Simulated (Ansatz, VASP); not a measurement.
## Two plane-wave programs on AlN

```xyz
2
Lattice="0.0000 2.1823 2.1823 2.1823 0.0000 2.1823 2.1823 2.1823 0.0000" Properties=species:S:1:pos:R:3 pbc="T T T"
Al    0.0000    0.0000    0.0000
N     3.2735    3.2735    3.2735
```

Alike in both runs: functional r2SCAN; dispersion rVV10; k mesh 8 × 8 × 8; no spin polarisation.

Ansatz relaxed the structure, and its values are those at the end. VASP's run is a single point on that final structure, the one shown.

```csv
,VASP,Ansatz
version,VASP 6.6.1,Ansatz 0.2.0
potentials or method,"VASP PAW PBE potentials, release 64 (Al, N), cutoff 520 eV","plane waves, PAW"
occupations,"gaussian, width 0.01 eV",fixed
valence electrons in the cell,8,8
```

```csv
,VASP,Ansatz,Ansatz less VASP
pressure (GPa),-0.3,0.0,+0.32
```

VASP's potentials were made for PBE, not for r2SCAN.
